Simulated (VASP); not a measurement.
# Ni (Im-3m) in VASP: further runs, part 2 of 2

VASP 6.6.1. Earlier steps stand in the parts before.

## 3. Single point, PBE, collinear spin, ferromagnetic start (volume scaled by 1.12)

Input file INCAR:

```
SYSTEM = Ni
ALGO = Normal
EDIFF = 1E-6
ENCUT = 520
GGA = PE
ISIF = 2
ISMEAR = -1
ISPIN = 2
LASPH = .TRUE.
LCHARG = .FALSE.
LMAXMIX = 4
LORBIT = 11
LREAL = .FALSE.
LWAVE = .FALSE.
MAGMOM = 0.582 0.582
NBANDS = 21
NELM = 150
PREC = Accurate
SIGMA = 0.05
```

Input file KPOINTS:

```
k-points
0
G
  13 13 13
  0 0 0
```

Input file POSCAR:

```
Ni
1.0
    2.9001169940      0.0000000000      0.0000000000
    0.0000000000      2.9001169940      0.0000000000
    0.0000000000      0.0000000000      2.9001169940
Ni
2
Direct
    0.0000000000      0.0000000000      0.0000000000
    0.5000000000      0.5000000000      0.5000000000
```

Potentials or basis: VASP PAW PBE potentials, release 64 (Ni).

Command:

```bash
> cat potpaw_PBE.64/Ni/POTCAR > POTCAR
> mpirun -np 1 vasp_std > vasp.out
```

OUTCAR:

```text
SYSTEM = Ni
   EDIFF = 1E-6
   ENCUT = 520
   GGA = PE
   ISIF = 2
   ISMEAR = -1
   ISPIN = 2
   LASPH = .TRUE.
   LORBIT = 11
   LREAL = .FALSE.
   NELM = 150
   PREC = Accurate

 ion  position               nearest neighbor table
   1  0.000  0.000  0.000-   2 2.51   2 2.51   2 2.51   2 2.51   2 2.51   2 2.51   2 2.51   2 2.51

   2  0.500  0.500  0.500-   1 2.51   1 2.51   1 2.51   1 2.51   1 2.51   1 2.51   1 2.51   1 2.51

  LATTYP: Found a simple cubic cell.
 ALAT       =     2.9001169940

  Lattice vectors:

 A1 = (   2.9001169940,   0.0000000000,   0.0000000000)
 A2 = (   0.0000000000,   2.9001169940,   0.0000000000)
 A3 = (   0.0000000000,   0.0000000000,   2.9001169940)

Analysis of symmetry for initial positions (statically):
=====================================================================
 Subroutine PRICEL returns following result:

  LATTYP: Found a body centered cubic cell.
 ALAT       =     2.9001169940
[... 12 lines left out ...]
 Subroutine GETGRP returns: Found 48 space group operations
 (whereof 48 operations were pure point group operations)
 out of a pool of 48 trial point group operations.

The static configuration has the point symmetry O_h .

Analysis of symmetry for dynamics (positions and initial velocities):
=====================================================================
 Subroutine PRICEL returns following result:

  LATTYP: Found a body centered cubic cell.
 ALAT       =     2.9001169940
[... 12 lines left out ...]
 Subroutine GETGRP returns: Found 48 space group operations
 (whereof 48 operations were pure point group operations)
 out of a pool of 48 trial point group operations.

The dynamic configuration has the point symmetry O_h .

Analysis of structural, dynamic, and magnetic symmetry:
=====================================================================
 Subroutine PRICEL returns following result:

  LATTYP: Found a body centered cubic cell.
 ALAT       =     2.9001169940
[... 12 lines left out ...]
 Subroutine GETGRP returns: Found 48 space group operations
 (whereof 48 operations were pure point group operations)
 out of a pool of 48 trial point group operations.

The overall configuration has the point symmetry O_h .

 Subroutine INISYM returns: Found 48 space group operations
 (whereof 48 operations are pure point group operations),
 and found     2 'primitive' translations

[... 136 lines left out ...]
  free energy    TOTEN  =       -10.63640238 eV

  energy without entropy =      -10.60673731  energy(sigma->0) =      -10.62156984

 E-fermi :   7.7574     XC(G=0): -12.5904

 val. band max:        7.7560590399   @ k =   0.3846   0.3077   0.2308
 cond. band min:       7.7613572069   @ k =   0.3846   0.0769   0.0769
 fundamental gap:      0.0052981670
 Fermi energy:         7.7574417676

 spin component 1

 k-point     1 :       0.0000    0.0000    0.0000
  band No.  band energies     occupation
      1      -0.3907      1.00000
      2       4.1546      1.00000
      3       4.1546      1.00000
      4       5.6854      1.00000
      5       5.6854      1.00000
      6       5.6854      1.00000
[... 565 lines left out ...]
     20      33.1706      0.00000
     21      33.8450      0.00000

 [... further k-points ...]

 spin component 2

 k-point     1 :       0.0000    0.0000    0.0000
  band No.  band energies     occupation
      1      -0.4120      1.00000
      2       4.5216      1.00000
      3       4.5216      1.00000
      4       6.4111      1.00000
      5       6.4111      1.00000
      6       6.4111      1.00000
[... 565 lines left out ...]
     20      33.2351      0.00000
     21      33.8472      0.00000

 [... further k-points ...]
[... 5 lines left out ...]
  --------------------------------------------------------------------------------------
  -------------------------------------------------------------------------------------
  Total       -2.3415773     -2.3415773     -2.3415773     -0.0000000      0.0000000      0.0000000
  in kB     -153.8057355   -153.8057355   -153.8057355     -0.0000000      0.0000000      0.0000000
  external PRESSURE =    -153.8057355 kB  Pullay stress =       0.0000000 kB

 VOLUME and BASIS-vectors are now :
 -----------------------------------------------------------------------------
  energy-cutoff  :      520.00
  volume of cell :       24.39
      direct lattice vectors                 reciprocal lattice vectors
     2.900116994  0.000000000  0.000000000     0.344813675  0.000000000  0.000000000
     0.000000000  2.900116994  0.000000000     0.000000000  0.344813675  0.000000000
     0.000000000  0.000000000  2.900116994     0.000000000  0.000000000  0.344813675

 POSITION                                       TOTAL-FORCE (eV/Angst)
 -----------------------------------------------------------------------------------
      0.00000      0.00000      0.00000        -0.000000     -0.000000     -0.000000
      1.45006      1.45006      1.45006         0.000000      0.000000      0.000000
 -----------------------------------------------------------------------------------
    total drift:                                0.000000      0.000000     -0.000000

  FREE ENERGIE OF THE ION-ELECTRON SYSTEM (eV)
  ---------------------------------------------------
  free  energy   TOTEN  =       -10.6364023773 eV

  energy  without entropy=      -10.6067373110  energy(sigma->0) =      -10.62156984

 total charge

# of ion       s       p       d       tot
------------------------------------------
    1        0.448   0.397   8.291   9.136
    2        0.448   0.397   8.291   9.136
--------------------------------------------------
tot          0.896   0.795  16.581  18.272

 magnetization (x)

# of ion       s       p       d       tot
------------------------------------------
    1       -0.004  -0.017   0.640   0.619
    2       -0.004  -0.017   0.640   0.619
--------------------------------------------------
tot         -0.008  -0.033   1.280   1.239
```

OSZICAR:

```text
N       E                     dE             d eps       ncg     rms          rms(c)
DAV:   1     0.980266462136E+02    0.98027E+02   -0.85495E+03  7640   0.127E+03
DAV:   2    -0.682845535983E+01   -0.10486E+03   -0.96975E+02  7186   0.231E+02
DAV:   3    -0.124626455580E+02   -0.56342E+01   -0.54276E+01  8054   0.618E+01
DAV:   4    -0.125415020309E+02   -0.78856E-01   -0.78764E-01  8108   0.684E+00
DAV:   5    -0.125439073107E+02   -0.24053E-02   -0.24051E-02  8259   0.121E+00    0.124E+01
DAV:   6    -0.115021221243E+02    0.10418E+01   -0.82093E+00  8243   0.572E+01    0.946E+00
DAV:   7    -0.106583598146E+02    0.84376E+00   -0.20347E+00  8219   0.250E+01    0.231E+00
DAV:   8    -0.106416120625E+02    0.16748E-01   -0.16789E-02  9151   0.138E+00    0.112E+00
DAV:   9    -0.106371451441E+02    0.44669E-02   -0.10627E-03 10624   0.398E-01    0.368E-01
DAV:  10    -0.106365350898E+02    0.61005E-03   -0.12388E-04 10389   0.140E-01    0.169E-01
DAV:  11    -0.106363984341E+02    0.13666E-03   -0.11069E-04  9534   0.159E-01    0.350E-02
DAV:  12    -0.106364017701E+02   -0.33360E-05   -0.86820E-06  8373   0.239E-02    0.191E-02
DAV:  13    -0.106364023773E+02   -0.60716E-06   -0.90027E-07  6330   0.995E-03
   1 F= -.10636402E+02 E0= -.10621570E+02  d E =-.296651E-01  mag=     1.2061
```

stdout:

```text
POSCAR found type information on POSCAR Ni
 POSCAR found :  1 types and       2 ions
 scaLAPACK will be used
 LDA part: xc-table for (Slater+PW92), standard interpolation
 POSCAR, INCAR and KPOINTS ok, starting setup
 FFT: planning ... GRIDC
 FFT: planning ... GRID_SOFT
 FFT: planning ... GRID
 WAVECAR not read
 entering main loop
```

Run time: 97 s. Hardware: 1 thread of Intel Xeon 8259CL, shared host; peak memory 0.19 GiB.

Results:

```
Free energy                                           : -10.6364 eV
Pressure                                              : -15.4 GPa
Net moment                                            : 1.20 μB per cell
Site moments                                          : Ni +0.62 μB
Valence electrons inside the program's atomic spheres : Ni 9.14
```

Caveat: the cell differs from its parent crystal (volume scaled by 1.12).

## 4. Relaxation of cell and atoms, PBE, collinear spin, antiferromagnetic start

This run uses another cell than the first one, of 10.94 Å³/atom, 0.930 times its volume.

Input file INCAR:

```
SYSTEM = Ni
  PREC = Accurate
  ENCUT = 600
  EDIFF = 1E-7
  ISMEAR = -1
  SIGMA = 0.05
  LREAL = .FALSE.
  LASPH = .TRUE.
  NELM = 150
  ALGO = Normal
  ISIF = 3
  LWAVE = .FALSE.
  LCHARG = .FALSE.
  ISPIN = 2
  MAGMOM = 0.8 -0.8
  LORBIT = 11
  LMAXMIX = 4
  GGA = PE
  IBRION = 2
  NSW = 80
  EDIFFG = -0.01
```

Input file KPOINTS:

```
Automatic mesh
0
G
  11 11 11
  0 0 0
```

Input file POSCAR:

```
Ni
1.0
    2.7969054095      0.0000000000      0.0000000000
    0.0000000000      2.7969054095      0.0000000000
    0.0000000000      0.0000000000      2.7969054095
Ni
2
Direct
    0.0000000000      0.0000000000      0.0000000000
    0.5000000000      0.5000000000      0.5000000000
```

Command:

```bash
> cat potpaw_PBE.64/Ni/POTCAR > POTCAR
> mpirun -np 1 vasp_std > vasp.out
```

It took 1.7 min on 1 thread of Intel Xeon 8259CL, shared host; peak memory 0.17 GiB.

It converged, with:

```yaml
Free_energy: -10.7329 eV
Relaxed_volume: 10.88 Å³/atom
Relaxed_cell: a = 2.792 Å, b = 2.792 Å, c = 2.792 Å, α = 90.00°, β = 90.00°, γ = 90.00°
Space_group_after_relaxing_to_0.05_Å: Im-3m (No. 229)
Energy_gained_by_relaxing: 0.2 meV/atom
Ionic_steps: 3
Pressure_after_relaxing: 0.0 GPa
Band_gap_on_the_k_mesh: zero (filled and empty bands overlap)
Net_moment: 0.00 μB per cell
Valence_electrons_inside_the_program's_atomic_spheres: Ni 9.31
```

The path:
```tsv
step	energy change (eV)	largest force (eV/Å)	pressure (GPa)	volume (Å³)
1	0.0000	0.0000	-0.97	21.88
2	-0.0001	0.0000	0.87	21.67
3	-0.0003	0.0000	0.02	21.77
```

Final structure:
```cif
data_structure
_symmetry_space_group_name_H-M 'P 1'
_symmetry_Int_Tables_number 1
_cell_length_a 2.7921
_cell_length_b 2.7921
_cell_length_c 2.7921
_cell_angle_alpha 90.000
_cell_angle_beta 90.000
_cell_angle_gamma 90.000
_cell_volume 21.77
loop_
_atom_site_label
_atom_site_type_symbol
_atom_site_fract_x
_atom_site_fract_y
_atom_site_fract_z
_atom_site_occupancy
Ni1 Ni 0.00000 0.00000 0.00000 1
Ni2 Ni 0.50000 0.50000 0.50000 1
```

Levels at points of the mesh, in eV from the Fermi level:
Spin up:
```csv
k point,band 6,band 7,band 8,band 9,band 10,band 11,band 12,band 13,band 14
"(0.00, 0.00, 0.00)",-1.88,-0.56,-0.56,0.17,0.17,0.17,9.87,9.87,9.87
```
Spin down:
```
           k point  band 8  band 9  band 10  band 11  band 12  band 13
(0.00, 0.00, 0.00)   -0.56    0.17     0.17     0.17     9.87     9.87
```

## 5. Single point, PBE, collinear spin, ferromagnetic start

This run uses another cell than the first one: it holds 1 atom, not 2.

Input file INCAR:

```
SYSTEM = Ni
PREC = Accurate
ENCUT = 600
EDIFF = 1E-6
ISMEAR = -1
SIGMA = 0.05
LREAL = .False.
LASPH = .True.
NELM = 200
ALGO = Normal
ISIF = 2
LWAVE = .False.
LCHARG = .True.
ISPIN = 2
MAGMOM = 0.8
LORBIT = 11
LMAXMIX = 4
GGA = PE
LELF = .True.
LVHAR = .True.
NBANDS = 15
GGA_COMPAT = .False.
```

Input file KPOINTS:

```
Automatic mesh
0
Gamma
  16 16 16
  0 0 0
```

Input file POSCAR:

```
Ni
1.0
   -1.4003306342      1.4003306342      1.4003306342
    1.4003306342     -1.4003306342      1.4003306342
    1.4003306342      1.4003306342     -1.4003306342
Ni
1
Direct
    0.0000000000      0.0000000000      0.0000000000
```

Command:

```bash
> cat potpaw_PBE.64/Ni/POTCAR > POTCAR
> mpirun -np 1 vasp_std > vasp.out
```

It took 41 s on 1 thread of Intel Xeon 6975P-C, shared host; peak memory 0.16 GiB.

The run converged. Its results:

```yaml
Free_energy: -5.3839 eV
Pressure: -0.2 GPa
Net_moment: 0.55 μB per cell
Site_moments: Ni +0.56 μB
Valence_electrons_inside_the_program's_atomic_spheres: Ni 9.30
```

Levels at points of the mesh, in eV from the Fermi level:
Spin up:
| k point | band 1 | band 2 | band 3 | band 4 | band 5 | band 6 | band 7 | band 8 | band 9 | band 10 |
| --- | --- | --- | --- | --- | --- | --- | --- | --- | --- | --- |
| (0.00, 0.00, 0.00) | -8.81 | -2.25 | -2.25 | -2.25 | -0.86 | -0.86 | 26.37 | 26.37 | 26.37 | 31.20 |
| (0.50, 0.00, 0.00) | -4.54 | -3.15 | -0.94 | -0.71 | -0.05 | 0.30 | 6.43 | 19.04 | 19.91 | 23.67 |
| (0.50, 0.50, 0.50) | -4.10 | -4.10 | -0.26 | -0.26 | -0.26 | 9.74 | 9.74 | 9.74 | 15.59 | 15.59 |
Spin down:
```tsv
k point	band 1	band 2	band 3	band 4	band 5	band 6	band 7	band 8	band 9	band 10
(0.00, 0.00, 0.00)	-8.83	-1.58	-1.58	-1.58	-0.37	-0.37	26.27	26.27	26.27	31.13
(0.50, 0.00, 0.00)	-4.18	-2.54	-0.38	-0.21	0.27	0.72	6.77	18.97	20.01	23.79
(0.50, 0.50, 0.50)	-3.78	-3.78	0.49	0.49	0.49	9.77	9.77	9.77	15.69	15.69
```

## 6. Single point, PBE, collinear spin, ferromagnetic start (volume scaled by 0.92)

Input file INCAR:

```
ALGO     = Normal         # electronic algorithm
EDIFF    = 1E-6           # SCF threshold, eV
ENCUT    = 600            # plane-wave cutoff, eV
GGA      = PE             # functional
GGA_COMPAT= F            
ISIF     = 2              # what is computed and relaxed
ISMEAR   = -1             # smearing method
ISPIN    = 2              # spin polarisation
LASPH    = T              # aspherical terms in the spheres
LCHARG   = F              # write CHGCAR
LMAXMIX  = 4              # l up to which the mixer works
LORBIT   = 11             # projections on sites
LREAL    = F              # projectors in reciprocal space
LWAVE    = F              # write WAVECAR
MAGMOM   = 0.592          # initial moments
NBANDS   = 15             # bands
NELM     = 200            # most SCF steps
PREC     = Accurate       # precision mode
SIGMA    = 0.05           # smearing width, eV
```

Input file KPOINTS:

```
k-points
0
Gamma
  18 18 18
```

Input file POSCAR:

```
Ni
1.0
   -1.3619459278      1.3619459278      1.3619459278
    1.3619459278     -1.3619459278      1.3619459278
    1.3619459278      1.3619459278     -1.3619459278
Ni
1
Direct
    0.0000000000      0.0000000000      0.0000000000
```

Potentials or basis: VASP PAW PBE potentials, release 64 (Ni).

Command:

```bash
> cat potpaw_PBE.64/Ni/POTCAR > POTCAR
> mpirun -np 1 vasp_std > vasp.out
```

Wall time 65 s (1 thread of Intel Xeon 6975P-C, shared host); peak memory 0.18 GiB.

The run converged. Its results:

* Free energy: -5.3328 eV
* Pressure: 19.3 GPa
* Net moment: 0.52 μB per cell
* Site moments: Ni +0.52 μB
* Valence electrons inside the program's atomic spheres: Ni 9.46

Levels at points of the mesh, in eV from the Fermi level:
Spin up:
```
           k point  band 1  band 2  band 3  band 4  band 5  band 6  band 7  band 8  band 9  band 10
(0.00, 0.00, 0.00)   -9.38   -2.44   -2.44   -2.44   -0.88   -0.88   27.25   27.25   27.25    32.67
(0.50, 0.00, 0.00)   -5.00   -3.47   -0.96   -0.71    0.06    0.20    7.11   19.80   21.20    24.94
(0.50, 0.50, 0.50)   -4.59   -4.59   -0.18   -0.18   -0.18   10.28   10.28   10.28   16.44    16.44
```
Spin down:
| k point | band 3 | band 4 | band 5 | band 6 | band 7 | band 8 |
| --- | --- | --- | --- | --- | --- | --- |
| (0.00, 0.00, 0.00) | -1.81 | -1.81 | -0.44 | -0.44 | 27.17 | 27.17 |
| (0.50, 0.00, 0.00) | -0.45 | -0.25 | 0.18 | 0.78 | 7.44 | 19.75 |
| (0.50, 0.50, 0.50) | 0.53 | 0.53 | 0.53 | 10.32 | 10.32 | 10.32 |

Caveat: the cell differs from its parent crystal (volume scaled by 0.92).

## 7. The runs side by side

```tsv
task	spin	cell	k mesh	cutoff (eV)	gap on the mesh (eV)	pressure (GPa)	moment (μB)
single point	collinear, ferromagnetic start	a = 2.865 Å, 2 atoms	13 × 13 × 13	520	none	-10.9	1.18
single point	collinear, ferromagnetic start	a = 2.900 Å, 2 atoms	13 × 13 × 13	520	none	-15.4	1.20
relaxation of cell and atoms	collinear, antiferromagnetic start	relaxed from a = 2.797 Å, 2 atoms	11 × 11 × 11	600	none	0.0	0.00
single point	collinear, ferromagnetic start	a = 2.425 Å, angles 109.5°, 1 atom	16 × 16 × 16	600	none	-0.2	0.55
single point	collinear, ferromagnetic start	a = 2.359 Å, angles 109.5°, 1 atom	18 × 18 × 18	600	none	19.3	0.52
```

Alike in all rows: level PBE; potentials or basis VASP PAW PBE potentials, release 64 (Ni); smearing fermi-dirac 0.05 eV.

Total energies depend on the potentials used, so only differences within one code and one set of settings carry meaning.
